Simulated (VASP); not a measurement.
# P (P4/mmm) in VASP: a series of runs

The runs below take P through single point, relaxation of cell and atoms, with PBE.

Everything below comes from runs of VASP 6.6.1. Logs are shortened: lines on timing, memory, paths and dates and some standing lists are left out, and cuts for length are marked.

**1. The cell of the first run**

It takes space group P4/mmm (No. 123, tetragonal). The conventional cell has a = 3.037 Å, b = 3.037 Å, c = 2.025 Å, α = 90.00°, β = 90.00°, γ = 90.00°. Within 2.7 Å of P (site symmetry 4/mmm) lie 2 P at 2.03 Å.

The cell was generated, and may not be a known phase.

**2. Single point, PBE**

File INCAR:

```
PREC     = Accurate       # precision mode
ENCUT    = 520            # plane-wave cutoff, eV
EDIFF    = 1E-6           # SCF threshold, eV
ISMEAR   = 0              # smearing method
SIGMA    = 0.1            # smearing width, eV
LREAL    = False          # projectors in reciprocal space
LASPH    = True           # aspherical terms in the spheres
NELM     = 80             # most SCF steps
ALGO     = Normal         # electronic algorithm
ISIF     = 2              # what is computed and relaxed
LWAVE    = False          # write WAVECAR
LCHARG   = False          # write CHGCAR
GGA      = PE             # functional
NBANDS   = 8              # bands
```

File KPOINTS:

```
regular mesh
0
Gamma
  6 6 8
```

File POSCAR:

```
P
1.0
    3.0368031200      0.0000000000      0.0000000000
    0.0000000000      3.0368031200      0.0000000000
    0.0000000000      0.0000000000      2.0253223500
P
1
Direct
    0.0000000000      0.0000000000      0.0000000000
```

Potentials or basis: VASP PAW PBE potentials, release 64 (P).

Command:

```
$ cat potpaw_PBE.64/P/POTCAR > POTCAR
$ mpirun -np 1 vasp_std > vasp.out
```

OUTCAR:

```text
PREC = Accurate
   ENCUT = 520
   EDIFF = 1E-6
   ISMEAR = 0
   LREAL = False
   LASPH = True
   NELM = 80
   ISIF = 2
   GGA = PE

 ion  position               nearest neighbor table
   1  0.000  0.000  0.000-

  LATTYP: Found a simple tetragonal cell.
 ALAT       =     3.0368031200
 C/A-ratio  =     0.6669257999

  Lattice vectors:

 A1 = (   3.0368031200,   0.0000000000,   0.0000000000)
 A2 = (   0.0000000000,   3.0368031200,   0.0000000000)
 A3 = (   0.0000000000,   0.0000000000,   2.0253223500)

Analysis of symmetry for initial positions (statically):
=====================================================================
 Subroutine PRICEL returns:
 Original cell was already a primitive cell.

 Routine SETGRP: Setting up the symmetry group for a
 simple tetragonal supercell.

 Subroutine GETGRP returns: Found 16 space group operations
 (whereof 16 operations were pure point group operations)
 out of a pool of 16 trial point group operations.

The static configuration has the point symmetry D_4h.

Analysis of symmetry for dynamics (positions and initial velocities):
=====================================================================
 Subroutine PRICEL returns:
 Original cell was already a primitive cell.

 Routine SETGRP: Setting up the symmetry group for a
 simple tetragonal supercell.

 Subroutine GETGRP returns: Found 16 space group operations
 (whereof 16 operations were pure point group operations)
 out of a pool of 16 trial point group operations.

The dynamic configuration has the point symmetry D_4h.

 Subroutine INISYM returns: Found 16 space group operations
 (whereof 16 operations are pure point group operations),
 and found     1 'primitive' translations

----------------------------------------------------------------------------------------

                                     Primitive cell

  volume of cell :      18.6779

  direct lattice vectors                    reciprocal lattice vectors
     3.036803120  0.000000000  0.000000000     0.329293655  0.000000000  0.000000000
     0.000000000  3.036803120  0.000000000     0.000000000  0.329293655  0.000000000
     0.000000000  0.000000000  2.025322350     0.000000000  0.000000000  0.493748563

  length of vectors
     3.036803120  3.036803120  2.025322350     0.329293655  0.329293655  0.493748563

  position of ions in fractional coordinates (direct lattice)
     0.000000000  0.000000000  0.000000000

  ion indices of the primitive-cell ions
   primitive index   ion index
                 1           1

----------------------------------------------------------------------------------------

 KPOINTS: regular mesh

Automatic generation of k-mesh.
 Grid dimensions read from file:
 generate k-points for:    6    6    8

 Generating k-lattice:

  Cartesian coordinates                     Fractional coordinates (reciprocal lattice)
     0.054882276  0.000000000  0.000000000     0.166666667  0.000000000  0.000000000
     0.000000000  0.054882276  0.000000000     0.000000000  0.166666667  0.000000000
     0.000000000  0.000000000  0.061718570     0.000000000  0.000000000  0.125000000

  Length of vectors
     0.054882276  0.054882276  0.061718570

  Shift w.r.t. Gamma in fractional coordinates (k-lattice)
     0.000000000  0.000000000  0.000000000

 Subroutine IBZKPT returns following result:
 ===========================================

 Found     50 irreducible k-points:

 Following reciprocal coordinates:
            Coordinates               Weight
  0.000000  0.000000  0.000000      1.000000
  0.166667  0.000000  0.000000      4.000000
  0.333333  0.000000  0.000000      4.000000
  0.500000  0.000000  0.000000      2.000000
  0.166667  0.166667  0.000000      4.000000
  0.333333  0.166667  0.000000      8.000000
[... 16 lines left out ...]
  0.333333  0.000000  0.250000      8.000000
  0.500000  0.000000  0.250000      4.000000
 [... further k-points ...]
   k-points           NKPTS =     50   k-points in BZ     NKDIM =     50   number of bands    NBANDS=      8
   number of dos      NEDOS =    301   number of ions     NIONS =      1
   total plane-waves  NPLWV =   9216
   dimension x,y,z NGX =    24 NGY =   24 NGZ =   16
   dimension x,y,z NGXF=    48 NGYF=   48 NGZF=   32
   ions per type =               1
   NGX,Y,Z   is equivalent  to a cutoff of  13.14, 13.14, 13.13 a.u.
   NGXF,Y,Z  is equivalent  to a cutoff of  26.28, 26.28, 26.27 a.u.
 SYSTEM =  unknown system
   PREC   = accura    normal or accurate (medium, high low for compatibility)
   ISTART =      0    job   : 0-new  1-cont  2-samecut
   ICHARG =      2    charge: 1-file 2-atom 10-const
   ISPIN  =      1    spin polarized calculation?
   LNONCOLLINEAR =      F non collinear calculations
   LSORBIT =      F    spin-orbit coupling
   LASPH  =      T    aspherical Exc in radial PAW
   ENCUT  =  520.0 eV  38.22 Ry    6.18 a.u.   5.65  5.65  3.77*2*pi/ulx,y,z
   NELM   =     80;   NELMIN=  2; NELMDL= -5     # of ELM steps
   EDIFF  = 0.1E-05   stopping-criterion for ELM
   LREAL  =      F    real-space projection
   EDIFFG = 0.1E-04   stopping-criterion for IOM
   NSW    =      0    number of steps for IOM
   IBRION =     -1    ionic relax: 0-MD 1-quasi-New 2-CG
   NFREE  =      0    steps in history (QN), initial steepest desc. (CG)
   ISIF   =      2    stress and relaxation
   ISYM   =      2    0-nonsym 1-usesym 2-fastsym
   POTIM  = 0.5000    time-step for ionic-motion
   TEBEG  =    0.0;   TEEND  =   0.0 temperature during run
   PSTRESS=    0.0 pullay stress
   NELECT =       5.0000    total number of electrons
   NUPDOWN=      -1.0000    fix difference up-down
   EMIN   =  10.00;   EMAX   =-10.00  energy-range for DOS
   EFERMI =   0.00;   METHOD = LEGACY
   ISMEAR =     0;   SIGMA  =   0.10  broadening in eV -4-tet -1-fermi 0-gaus
   EFERMI_NEDOS =   21; number of points for ismear=-14 and -15
   IALGO  =     38    algorithm
   IMIX   =      4    mixing-type and parameters
     AMIX     =   0.40;   BMIX     =  1.00
     AMIX_MAG =   1.60;   BMIX_MAG =  1.00
  volume/ion in A,a.u.               =      18.68       126.04
  Fermi-wavevector in a.u.,A,eV,Ry     =   1.055089  1.993829 15.146175  1.113212
  Thomas-Fermi vector in A             =   2.190274
   LORBIT       =      0    0 simple, 1 ext, 2 COOP (PROOUT), +10 PAW based schemes
   GGA     = PE    functional components
   LHFCALC =     F    Hartree Fock is set to
   AEXX    =    0.0000 exact exchange contribution
   IVDW    =     0    specifies the selected vdW correction
   LEPSILON=     F    determine dielectric tensor
   LRPA    =     F    only Hartree local field effects (RPA)
 non-spin polarized calculation
 Gauss-broadening in eV      SIGMA  =   0.10
  energy-cutoff  :      520.00
  volume of cell :       18.68
 maximum number of plane-waves:       516
 NGX is ok and might be reduce to    24
   NGX = 11   NGY = 11   NGZ =  7

 number of electron       4.9999998 magnetization

 Free energy of the ion-electron system (eV)
  ---------------------------------------------------
  ext. energy  EPLUGINS =         0.00000000
  ---------------------------------------------------
  free energy    TOTEN  =        -4.29175224 eV

  energy without entropy =       -4.28732552  energy(sigma->0) =       -4.28953888

 E-fermi :   5.8851     XC(G=0):  -9.9825

 val. band max:        5.8564588188   @ k =   0.3333   0.1667   0.3750
 cond. band min:       5.9836863527   @ k =   0.3333   0.1667   0.2500
 fundamental gap:      0.1272275339
 Fermi energy:         5.8851271294

 k-point     1 :       0.0000    0.0000    0.0000
  band No.  band energies     occupation
      1      -9.0866      2.00000
      2       5.5314      2.00000
      3       5.5314      2.00000
      4      10.2052      0.00000
      5      11.1727      0.00000
      6      21.4006      0.00000
      7      22.2881      0.00000
      8      23.3085      0.00000

 k-point     2 :       0.1667    0.0000    0.0000
  band No.  band energies     occupation
      1      -8.8122      2.00000
      2       3.2777      2.00000
      3       5.7315      1.97018
      4      10.9241      0.00000
      5      13.7425      0.00000
      6      19.3588      0.00000
      7      21.9089      0.00000
      8      22.4421      0.00000

 k-point     3 :       0.3333    0.0000    0.0000
  band No.  band energies     occupation
      1      -8.1464      2.00000
      2       0.5372      2.00000
      3       6.1876      0.00002
      4      11.7389      0.00000
      5      16.8708      0.00000
      6      18.0846      0.00000
      7      19.9647      0.00000
      8      22.7862      0.00000

 k-point     4 :       0.5000    0.0000    0.0000
  band No.  band energies     occupation
      1      -7.7183      2.00000
      2      -0.6268      2.00000
      3       6.4537      0.00000
      4      12.2761      0.00000
      5      15.8761      0.00000
      6      17.9671      0.00000
      7      21.9480      0.00000
      8      22.9815      0.00000

 k-point     5 :       0.1667    0.1667    0.0000
  band No.  band energies     occupation
      1      -8.5396      2.00000
      2       3.4416      2.00000
      3       3.6053      2.00000
      4      13.3644      0.00000
      5      14.4081      0.00000
      6      16.7479      0.00000
      7      22.5936      0.00000
      8      23.6038      0.00000
[... 177 lines left out ...]
 k-point    22 :       0.1667    0.0000    0.2500
  band No.  band energies     occupation
      1      -6.6920      2.00000
      2       5.1910      2.00000
      3       7.6601      0.00000
      4       8.7904      0.00000
      5      14.4116      0.00000
      6      16.8031      0.00000
      7      21.3670      0.00000
      8      22.2682      0.00000

 k-point    23 :       0.3333    0.0000    0.2500
  band No.  band energies     occupation
      1      -6.0445      2.00000
      2       2.5844      2.00000
      3       8.0975      0.00000
      4       9.3119      0.00000
      5      15.6016      0.00000
      6      18.9516      0.00000
      7      19.5261      0.00000
      8      20.6772      0.00000

 k-point    24 :       0.5000    0.0000    0.2500
  band No.  band energies     occupation
      1      -5.6311      2.00000
      2       1.4664      2.00000
      3       8.3506      0.00000
      4       9.5738      0.00000
      5      16.5013      0.00000
      6      17.9834      0.00000
      7      18.6955      0.00000
      8      20.2963      0.00000

 [... further k-points ...]

------------------------ aborting loop because EDIFF is reached ----------------------------------------

  FORCE on cell =-STRESS in cart. coord.  units (eV):
  Direction    XX          YY          ZZ          XY          YZ          ZX
  --------------------------------------------------------------------------------------
  -------------------------------------------------------------------------------------
  Total       -1.3580546     -1.3580546      6.6766921      0.0000000      0.0000000      0.0000000
  in kB     -116.4931446   -116.4931446    572.7228362      0.0000000      0.0000000      0.0000000
  external PRESSURE =     113.2455156 kB  Pullay stress =       0.0000000 kB

 VOLUME and BASIS-vectors are now :
 -----------------------------------------------------------------------------
  energy-cutoff  :      520.00
  volume of cell :       18.68
      direct lattice vectors                 reciprocal lattice vectors
     3.036803120  0.000000000  0.000000000     0.329293655  0.000000000  0.000000000
     0.000000000  3.036803120  0.000000000     0.000000000  0.329293655  0.000000000
     0.000000000  0.000000000  2.025322350     0.000000000  0.000000000  0.493748563

 POSITION                                       TOTAL-FORCE (eV/Angst)
 -----------------------------------------------------------------------------------
      0.00000      0.00000      0.00000         0.000000      0.000000      0.000000
 -----------------------------------------------------------------------------------
    total drift:                                0.000000      0.000000     -0.000000

  FREE ENERGIE OF THE ION-ELECTRON SYSTEM (eV)
  ---------------------------------------------------
  free  energy   TOTEN  =        -4.2917522350 eV

  energy  without entropy=       -4.2873255230  energy(sigma->0) =       -4.28953888
```

It took 2 s on 1 thread of Intel Xeon 6975P-C (Granite Rapids), shared host; peak memory 0.12 GiB.

Results:

```
Free energy            : -4.2918 eV
Pressure               : 11.3 GPa
Band gap on the k mesh : zero (an odd number of electrons rules out a gap without spin polarisation)
```

Levels at points of the mesh, in eV from the Fermi level:
```
           k point  band 1  band 2  band 3  band 4  band 5  band 6
(0.00, 0.00, 0.00)  -14.97   -0.35   -0.35    4.32    5.29   15.52
(0.50, 0.00, 0.00)  -13.60   -6.51    0.57    6.39    9.99   12.08
(0.50, 0.50, 0.00)  -12.31   -5.11   -5.11    2.23   15.20   17.73
(0.00, 0.00, 0.50)   -7.44   -5.79    6.14    6.14    9.35    9.35
(0.50, 0.00, 0.50)   -6.60   -3.98    0.62    3.66    6.92   10.14
(0.50, 0.50, 0.50)   -5.86   -2.06    1.80    1.80    5.05    5.05
```

Caveat: the k points lie up to 0.39 Å⁻¹ apart, too coarse for converged energies and pressures of a metal.

**3. Relaxation of cell and atoms, PBE**

File INCAR:

```
SYSTEM = P
  ALGO = Normal
  EDIFF = 1E-6
  EDIFFG = -0.04
  ENCUT = 600
  GGA = PE
  IBRION = 2
  ISIF = 3
  ISMEAR = 0
  LASPH = .True.
  LCHARG = .False.
  LREAL = .False.
  LWAVE = .False.
  NELM = 100
  NSW = 90
  PREC = Accurate
  SIGMA = 0.1
```

File KPOINTS:

```
k-points
0
Gamma
  6 6 8
  0 0 0
```

POSCAR is that of step 2.

Potentials or basis: VASP PAW PBE potentials, release 64 (P).

Command:

```
$ cat potpaw_PBE.64/P/POTCAR > POTCAR
$ mpirun -np 1 vasp_std > vasp.out
```

It took 14 s on 1 thread of Intel Xeon 6975P-C (Granite Rapids), shared host; peak memory 0.13 GiB.

It converged, with:

```
Free energy                           : -5.2991 eV
Relaxed volume                        : 14.60 Å³/atom
Relaxed cell                          : a = 2.436 Å, b = 2.436 Å, c = 2.461 Å, α = 90.00°, β = 90.00°, γ = 90.00°
Space group after relaxing (to 0.1 Å) : Pm-3m (No. 221)
Pressure after relaxing               : -0.1 GPa
Band gap on the k mesh                : zero (an odd number of electrons rules out a gap without spin polarisation)
```

Stress tensor (GPa, compression positive):
```
-0.34  0.00  0.00
 0.00 -0.34  0.00
 0.00  0.00  0.37
```

Final structure:
```cif
data_structure
_symmetry_space_group_name_H-M 'P 1'
_symmetry_Int_Tables_number 1
_cell_length_a 2.4357
_cell_length_b 2.4357
_cell_length_c 2.4613
_cell_angle_alpha 90.000
_cell_angle_beta 90.000
_cell_angle_gamma 90.000
_cell_volume 14.60
loop_
_atom_site_label
_atom_site_type_symbol
_atom_site_fract_x
_atom_site_fract_y
_atom_site_fract_z
_atom_site_occupancy
P1 P 0.00000 0.00000 0.00000 1
```

Levels at points of the mesh, in eV from the Fermi level:
```
           k point  band 1  band 2  band 3  band 4  band 5  band 6
(0.00, 0.00, 0.00)  -16.53    4.66    5.09    5.09    6.69    6.82
(0.50, 0.00, 0.00)  -12.15   -8.70    7.52    7.95    9.33   14.41
(0.50, 0.50, 0.00)   -7.39   -5.28   -5.28    0.97   10.17   17.03
(0.00, 0.00, 0.50)  -12.35   -8.68    7.80    7.80    9.27   16.79
(0.50, 0.00, 0.50)   -7.63   -5.42   -5.23    0.95   10.45   17.03
(0.50, 0.50, 0.50)   -2.31   -2.31   -2.09   -1.74    4.54    4.69
```

Caveat: the k points lie up to 0.43 Å⁻¹ apart in the final cell, too coarse for converged energies and pressures of a metal; the volume moved by over 15 % at a fixed basis, so the end points are rough.

The gap in the log of VASP goes by the Fermi energy; the results here count the filled bands.